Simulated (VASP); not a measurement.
# C (Im-3m) in VASP: notebook

Runs on C. Level: PBE. Tasks: single point, relaxation of cell and atoms.

All numbers are computed with VASP 6.6.1; they aren't measurements. Logs are shortened: lines on timing, memory, paths and dates and some standing lists are left out, and cuts for length are marked.

## (1) The cell of the first run

The structure is cubic, space group Im-3m (No. 229). The conventional cell has a = 4.843 Å, b = 4.843 Å, c = 4.843 Å, α = 90.00°, β = 90.00°, γ = 90.00°. Within 2.0 Å of C (site symmetry 3m) lie 4 C at 1.47 to 1.58 Å.

## (2) Single point, PBE

INCAR reads:

```
SYSTEM = C
PREC     = Accurate       ! precision mode
ENCUT    = 520            ! plane-wave cutoff, eV
EDIFF    = 1E-6           ! SCF threshold, eV
ISMEAR   = 0              ! smearing method
SIGMA    = 0.1            ! smearing width, eV
LREAL    = .False.        ! projectors in reciprocal space
LASPH    = .True.         ! aspherical terms in the spheres
NELM     = 80             ! most SCF steps
ALGO     = Normal         ! electronic algorithm
ISIF     = 2              ! what is computed and relaxed
LWAVE    = .False.        ! write WAVECAR
LCHARG   = .False.        ! write CHGCAR
GGA      = PE             ! functional
NBANDS   = 26             ! bands
```

KPOINTS reads:

```
Automatic mesh
0
Gamma
  6 6 6
  0 0 0
```

POSCAR reads:

```
C
1.0
   -2.4217198476      2.4217198476      2.4217198476
    2.4217198476     -2.4217198476      2.4217198476
    2.4217198476      2.4217198476     -2.4217198476
C
8
Direct
    0.3253069600      0.0000000000      0.0000000000
    0.6746930400      0.6746930400      0.6746930400
    0.0000000000      0.3253069600      0.0000000000
    0.0000000000      0.0000000000      0.3253069600
    0.0000000000      0.6746930400      0.0000000000
    0.3253069600      0.3253069600      0.3253069600
    0.6746930400      0.0000000000      0.0000000000
    0.0000000000      0.0000000000      0.6746930400
```

Potentials or basis: VASP PAW PBE potentials, release 64 (C).

Command:

```console
cat potpaw_PBE.64/C/POTCAR > POTCAR
mpirun -np 1 vasp_std > vasp.out
```

OUTCAR:

```text
SYSTEM = C
   PREC = Accurate
   ENCUT = 520
   EDIFF = 1E-6
   ISMEAR = 0
   LREAL = .False.
   LASPH = .True.
   NELM = 80
   ISIF = 2
   GGA = PE

 ion  position               nearest neighbor table
   1  0.325  0.000  0.000-   7 1.47   6 1.58   5 1.58   8 1.58
   2  0.675  0.675  0.675-   6 1.47   5 1.58   7 1.58   8 1.58
   3  0.000  0.325  0.000-   5 1.47   6 1.58   7 1.58   8 1.58
   4  0.000  0.000  0.325-   8 1.47   6 1.58   7 1.58   5 1.58
   5  0.000  0.675  0.000-   3 1.47   2 1.58   1 1.58   4 1.58
   6  0.325  0.325  0.325-   2 1.47   1 1.58   3 1.58   4 1.58
   7  0.675  0.000  0.000-   1 1.47   2 1.58   3 1.58   4 1.58
   8  0.000  0.000  0.675-   4 1.47   2 1.58   3 1.58   1 1.58

  LATTYP: Found a body centered cubic cell.
 ALAT       =     4.8434396952

  Lattice vectors:

 A1 = (  -2.4217198476,   2.4217198476,   2.4217198476)
 A2 = (   2.4217198476,  -2.4217198476,   2.4217198476)
 A3 = (   2.4217198476,   2.4217198476,  -2.4217198476)

Analysis of symmetry for initial positions (statically):
=====================================================================
 Subroutine PRICEL returns:
 Original cell was already a primitive cell.

 Routine SETGRP: Setting up the symmetry group for a
 body centered cubic supercell.

 Subroutine GETGRP returns: Found 48 space group operations
 (whereof 48 operations were pure point group operations)
 out of a pool of 48 trial point group operations.

The static configuration has the point symmetry O_h .

Analysis of symmetry for dynamics (positions and initial velocities):
=====================================================================
 Subroutine PRICEL returns:
 Original cell was already a primitive cell.

 Routine SETGRP: Setting up the symmetry group for a
 body centered cubic supercell.

 Subroutine GETGRP returns: Found 48 space group operations
 (whereof 48 operations were pure point group operations)
 out of a pool of 48 trial point group operations.

The dynamic configuration has the point symmetry O_h .

 Subroutine INISYM returns: Found 48 space group operations
 (whereof 48 operations are pure point group operations),
 and found     1 'primitive' translations

----------------------------------------------------------------------------------------

                                     Primitive cell

  volume of cell :      56.8109

  direct lattice vectors                    reciprocal lattice vectors
    -2.421719848  2.421719848  2.421719848     0.000000000  0.206464840  0.206464840
     2.421719848 -2.421719848  2.421719848     0.206464840  0.000000000  0.206464840
     2.421719848  2.421719848 -2.421719848     0.206464840  0.206464840  0.000000000

  length of vectors
     4.194541818  4.194541818  4.194541818     0.291985376  0.291985376  0.291985376

  position of ions in fractional coordinates (direct lattice)
     0.325306960  0.000000000  0.000000000
     0.674693040  0.674693040  0.674693040
     0.000000000  0.325306960  0.000000000
     0.000000000  0.000000000  0.325306960
     0.000000000  0.674693040  0.000000000
     0.325306960  0.325306960  0.325306960
     0.674693040  0.000000000  0.000000000
     0.000000000  0.000000000  0.674693040

  ion indices of the primitive-cell ions
   primitive index   ion index
                 1           1
                 2           2
                 3           3
                 4           4
                 5           5
                 6           6
                 7           7
                 8           8

----------------------------------------------------------------------------------------

 KPOINTS: Automatic mesh

Automatic generation of k-mesh.
 Grid dimensions read from file:
 generate k-points for:    6    6    6

 Generating k-lattice:

  Cartesian coordinates                     Fractional coordinates (reciprocal lattice)
     0.000000000  0.034410807  0.034410807     0.166666667  0.000000000  0.000000000
     0.034410807  0.000000000  0.034410807     0.000000000  0.166666667  0.000000000
     0.034410807  0.034410807  0.000000000     0.000000000  0.000000000  0.166666667

  Length of vectors
     0.048664229  0.048664229  0.048664229

  Shift w.r.t. Gamma in fractional coordinates (k-lattice)
     0.000000000  0.000000000  0.000000000

 Subroutine IBZKPT returns following result:
 ===========================================

 Found     16 irreducible k-points:

 Following reciprocal coordinates:
            Coordinates               Weight
  0.000000  0.000000  0.000000      1.000000
  0.166667  0.000000  0.000000     12.000000
  0.333333  0.000000  0.000000     12.000000
  0.500000  0.000000  0.000000      6.000000
  0.166667  0.166667  0.000000     24.000000
  0.333333  0.166667 -0.000000     48.000000
[... 8 lines left out ...]
  0.500000  0.500000  0.333333     12.000000
  0.500000  0.500000  0.500000      1.000000
[... 80 lines left out ...]
      6      -5.1195      2.00000
[... 18 lines left out ...]
     25      18.2440      0.00000
     26      18.2440      0.00000

 k-point     2 :       0.1667    0.0000    0.0000
  band No.  band energies     occupation
      1     -14.0611      2.00000
      2      -7.5354      2.00000
      3      -6.8598      2.00000
      4      -6.0066      2.00000
      5      -5.2737      2.00000
      6      -5.0364      2.00000
[... 18 lines left out ...]
     25      18.0476      0.00000
     26      18.1433      0.00000

 k-point     3 :       0.3333    0.0000    0.0000
  band No.  band energies     occupation
      1     -13.6389      2.00000
      2      -9.0520      2.00000
      3      -7.5498      2.00000
      4      -5.8835      2.00000
      5      -5.5440      2.00000
      6      -5.1536      2.00000
[... 18 lines left out ...]
     25      18.1273      0.00000
     26      18.9308      0.00000

 k-point     4 :       0.5000    0.0000    0.0000
  band No.  band energies     occupation
      1     -13.3594      2.00000
      2      -9.7114      2.00000
      3      -7.7864      2.00000
      4      -5.8196      2.00000
      5      -5.6645      2.00000
      6      -5.2185      2.00000
[... 18 lines left out ...]
     25      18.1112      0.00000
     26      19.1256      0.00000

 k-point     5 :       0.1667    0.1667    0.0000
  band No.  band energies     occupation
      1     -13.7597      2.00000
      2      -8.5653      2.00000
      3      -7.5477      2.00000
      4      -6.5410      2.00000
      5      -5.2890      2.00000
      6      -3.8581      2.00000
[... 18 lines left out ...]
     25      17.7562      0.00000
     26      18.3152      0.00000

 k-point     6 :       0.3333    0.1667   -0.0000
  band No.  band energies     occupation
      1     -13.3729      2.00000
      2      -9.4177      2.00000
      3      -8.1999      2.00000
      4      -6.6727      2.00000
      5      -5.3628      2.00000
      6      -3.7712      2.00000
[... 195 lines left out ...]
 k-point    13 :      -0.3333    0.5000    0.1667
  band No.  band energies     occupation
      1     -13.1351      2.00000
      2      -9.2853      2.00000
      3      -8.8284      2.00000
      4      -7.5223      2.00000
      5      -4.5304      2.00000
      6      -2.0144      2.00000
[... 18 lines left out ...]
     25      17.1269      0.00000
     26      18.2698      0.00000

 k-point    14 :      -0.3333    0.3333    0.3333
  band No.  band energies     occupation
      1     -13.1000      2.00000
      2      -8.7237      2.00000
      3      -8.6696      2.00000
      4      -8.6696      2.00000
      5      -3.4052      2.00000
      6      -2.4813      2.00000
[... 18 lines left out ...]
     25      17.7565      0.00000
     26      17.9311      0.00000

 k-point    15 :       0.5000    0.5000    0.3333
  band No.  band energies     occupation
      1     -12.8534      2.00000
      2      -9.2807      2.00000
      3      -8.8892      2.00000
      4      -8.5606      2.00000
      5      -3.1284      2.00000
      6      -2.6360      2.00000
[... 18 lines left out ...]
     25      16.7017      0.00000
     26      17.2231      0.00000

 k-point    16 :       0.5000    0.5000    0.5000
  band No.  band energies     occupation
      1     -12.6253      2.00000
      2      -9.1082      2.00000
      3      -9.1082      2.00000
      4      -9.1082      2.00000
      5      -2.9973      2.00000
      6      -2.9973      2.00000
[... 18 lines left out ...]
     25      16.1089      0.00000
     26      16.1089      0.00000

------------------------ aborting loop because EDIFF is reached ----------------------------------------

  FORCE on cell =-STRESS in cart. coord.  units (eV):
  Direction    XX          YY          ZZ          XY          YZ          ZX
  --------------------------------------------------------------------------------------
  -------------------------------------------------------------------------------------
  Total        2.4222302      2.4222302      2.4222302      0.0000000      0.0000000      0.0000000
  in kB       68.3115748     68.3115748     68.3115748      0.0000000      0.0000000      0.0000000
  external PRESSURE =      68.3115748 kB  Pullay stress =       0.0000000 kB

 VOLUME and BASIS-vectors are now :
 -----------------------------------------------------------------------------
  energy-cutoff  :      520.00
  volume of cell :       56.81
      direct lattice vectors                 reciprocal lattice vectors
    -2.421719848  2.421719848  2.421719848     0.000000000  0.206464840  0.206464840
     2.421719848 -2.421719848  2.421719848     0.206464840  0.000000000  0.206464840
     2.421719848  2.421719848 -2.421719848     0.206464840  0.206464840  0.000000000

 POSITION                                       TOTAL-FORCE (eV/Angst)
 -----------------------------------------------------------------------------------
     -0.78780      0.78780      0.78780        -0.049709      0.049709      0.049709
      1.63392      1.63392      1.63392        -0.049709     -0.049709     -0.049709
      0.78780     -0.78780      0.78780         0.049709     -0.049709      0.049709
      0.78780      0.78780     -0.78780         0.049709      0.049709     -0.049709
      1.63392     -1.63392      1.63392        -0.049709      0.049709     -0.049709
      0.78780      0.78780      0.78780         0.049709      0.049709      0.049709
     -1.63392      1.63392      1.63392         0.049709     -0.049709     -0.049709
      1.63392      1.63392     -1.63392        -0.049709     -0.049709      0.049709
 -----------------------------------------------------------------------------------
    total drift:                               -0.000000     -0.000000      0.000000

  FREE ENERGIE OF THE ION-ELECTRON SYSTEM (eV)
  ---------------------------------------------------
  free  energy   TOTEN  =       -67.7011003416 eV

  energy  without entropy=      -67.7011003416  energy(sigma->0) =      -67.70110034
```

Wall time 36 s (1 thread of Intel Xeon 8259CL, shared host); peak memory 0.17 GiB.

What came out:

| Property | Result |
| --- | --- |
| Free energy | -67.7011 eV |
| Pressure | 6.8 GPa |
| Largest force | 0.086 eV/Å |
| Band gap on the k mesh | 3.04 eV (least direct gap 3.87 eV) |

Forces in eV/Å, atoms in the order of the input:
```
C   -0.050  0.050  0.050
C   -0.050 -0.050 -0.050
C    0.050 -0.050  0.050
C    0.050  0.050 -0.050
C   -0.050  0.050 -0.050
C    0.050  0.050  0.050
C    0.050 -0.050 -0.050
C   -0.050 -0.050  0.050
```

Levels at points of the mesh, in eV from the valence-band top:
```
           k point  band 13  band 14  band 15  band 16  band 17  band 18  band 19  band 20
(0.00, 0.00, 0.00)    -5.25    -0.31    -0.31    -0.31     4.09     4.09     4.09     8.34
(0.50, 0.00, 0.00)    -3.19    -3.04    -2.29    -2.12     4.03     5.50     6.04     6.41
(0.50, 0.50, 0.50)    -6.17     0.00     0.00     0.00     3.87     5.90     5.90     5.90
```

Caveat: the cell stands under pressure.

## (3) Single point, PBE

This run uses another cell than the first one, of 7.24 Å³/atom.

INCAR reads:

```
  ALGO = Normal
  EDIFF = 1E-7
  ENCUT = 520
  GGA = PE
  ISIF = 2
  ISMEAR = 0
  LASPH = True
  LCHARG = False
  LREAL = False
  LWAVE = False
  NBANDS = 26
  NELM = 100
  PREC = Accurate
  SIGMA = 0.02
```

KPOINTS reads:

```
k-points
0
Gamma
  8 8 8
```

POSCAR reads:

```
C
1.0
   -2.4375028394      2.4375028394      2.4375028394
    2.4375028394     -2.4375028394      2.4375028394
    2.4375028394      2.4375028394     -2.4375028394
C
8
Direct
    0.3251840412      0.0000000000      0.0000000000
    0.6748159588      0.6748159588      0.6748159588
    0.0000000000      0.3251840412      0.0000000000
    0.0000000000      0.0000000000      0.3251840412
    0.0000000000      0.6748159588      0.0000000000
    0.3251840412      0.3251840412      0.3251840412
    0.6748159588      0.0000000000      0.0000000000
    0.0000000000      0.0000000000      0.6748159588
```

Potentials or basis: VASP PAW PBE potentials, release 64 (C).

Command:

```console
cat potpaw_PBE.64/C/POTCAR > POTCAR
mpirun -np 1 vasp_std > vasp.out
```

It took 58 s on 1 thread of Intel Xeon 8259CL, shared host; peak memory 0.18 GiB.

The run converged. Its results:

* Free energy: -67.7272 eV
* Pressure: 0.4 GPa
* Largest force: 0.028 eV/Å
* Band gap on the k mesh: 3.11 eV (least direct gap 3.84 eV)

Forces in eV/Å, atoms in the order of the input:
```
C   -0.016  0.016  0.016
C   -0.016 -0.016 -0.016
C    0.016 -0.016  0.016
C    0.016  0.016 -0.016
C   -0.016  0.016 -0.016
C    0.016  0.016  0.016
C    0.016 -0.016 -0.016
C   -0.016 -0.016  0.016
```

Levels at points of the mesh, in eV from the valence-band top:
```tsv
k point	band 13	band 14	band 15	band 16	band 17	band 18	band 19	band 20
(0.00, 0.00, 0.00)	-5.14	-0.31	-0.31	-0.31	4.04	4.04	4.04	8.31
(0.50, 0.00, 0.00)	-3.17	-2.98	-2.24	-2.07	4.00	5.43	5.99	6.32
(0.50, 0.50, 0.50)	-6.12	0.00	0.00	0.00	3.84	5.84	5.84	5.84
```

A k mesh can miss the band edges.

## (4) Relaxation of cell and atoms, PBE

INCAR reads:

```
PREC = Accurate ; ENCUT = 600
EDIFF = 1E-7 ; ISMEAR = 0
SIGMA = 0.02 ; LREAL = F
LASPH = T ; NELM = 60
ALGO = Normal ; ISIF = 3
LWAVE = F ; LCHARG = F
GGA = PE ; IBRION = 2
NSW = 100 ; EDIFFG = -0.005
```

KPOINTS reads:

```
Automatic mesh
0
Gamma
  8 8 8
```

POSCAR reads:

```
C
1.0
   -2.4217198476      2.4217198476      2.4217198476
    2.4217198476     -2.4217198476      2.4217198476
    2.4217198476      2.4217198476     -2.4217198476
C
8
Direct
    0.3253069600      0.0000000000      0.0000000000
    0.6746930400      0.6746930400      0.6746930400
    0.0000000000      0.3253069600      0.0000000000
    0.0000000000      0.0000000000      0.3253069600
    0.0000000000      0.6746930400      0.0000000000
    0.3253069600      0.3253069600      0.3253069600
    0.6746930400      0.0000000000      0.0000000000
    0.0000000000      0.0000000000      0.6746930400
```

Command:

```console
cat potpaw_PBE.64/C/POTCAR > POTCAR
mpirun -np 1 vasp_std > vasp.out
```

It took 4.6 min on 1 thread of Intel Xeon 8259CL, shared host; peak memory 0.21 GiB.

It converged, with:

```yaml
Free_energy: -67.7373 eV
Relaxed_volume: 7.24 Å³/atom
Relaxed_cell: a = 4.222 Å, b = 4.222 Å, c = 4.222 Å, α = 109.47°, β = 109.47°, γ = 109.47°
Space_group_after_relaxing_to_0.1_Å: Im-3m (No. 229)
Energy_gained_by_relaxing: 2.7 meV/atom
Ionic_steps: 5
Pressure_after_relaxing: 0.0 GPa
Band_gap_on_the_k_mesh: 3.11 eV (least direct gap 3.85 eV)
```

Step by step:
```tsv
step	energy change (eV)	largest force (eV/Å)	pressure (GPa)	volume (Å³)
1	0.0000	0.0802	6.38	56.81
2	0.0125	0.4491	-6.82	59.17
3	-0.0205	0.1653	0.32	57.83
4	-0.0141	0.3768	-0.80	58.19
5	-0.0219	0.0010	-0.03	57.94
```

Final structure:
```
CELL_PARAMETERS angstrom
-2.43763 2.43763 2.43763
2.43763 -2.43763 2.43763
2.43763 2.43763 -2.43763
ATOMIC_POSITIONS crystal
C 0.32525 0.00000 0.00000
C 0.67475 0.67475 0.67475
C 0.00000 0.32525 0.00000
C 0.00000 0.00000 0.32525
C 0.00000 0.67475 0.00000
C 0.32525 0.32525 0.32525
C 0.67475 0.00000 0.00000
C 0.00000 0.00000 0.67475
```

Levels at points of the mesh, in eV from the valence-band top:
```
           k point  band 12  band 13  band 14  band 15  band 16  band 17  band 18  band 19  band 20  band 21
(0.00, 0.00, 0.00)    -5.14    -5.14    -0.32    -0.32    -0.32     4.04     4.04     4.04     8.31     8.60
(0.50, 0.00, 0.00)    -4.69    -3.17    -2.98    -2.24    -2.08     4.00     5.42     5.99     6.31     7.15
(0.50, 0.50, 0.50)    -6.12    -6.12     0.00     0.00     0.00     3.85     5.83     5.83     5.83     8.47
```

## (5) The runs side by side

| task | cell | k mesh | cutoff (eV) | smearing | gap on the mesh (eV) | pressure (GPa) | largest force (eV/Å) |
| --- | --- | --- | --- | --- | --- | --- | --- |
| single point | a = 4.195 Å, angles 109.5°, 8 atoms | 6 × 6 × 6 | 520 | gaussian 0.1 eV | 3.04 | 6.8 | 0.09 |
| single point | a = 4.222 Å, angles 109.5°, 8 atoms | 8 × 8 × 8 | 520 | gaussian 0.02 eV | 3.11 | 0.4 | 0.03 |
| relaxation of cell and atoms | relaxed from a = 4.195 Å, angles 109.5°, 8 atoms | 8 × 8 × 8 | 600 | gaussian 0.02 eV | 3.11 | 0.0 | - |

Alike in all rows: level PBE; potentials or basis VASP PAW PBE potentials, release 64 (C); no spin polarisation.

Caveats: the cell stands under pressure (at least some runs).

Absolute energies hang on the potentials; compare differences alone.
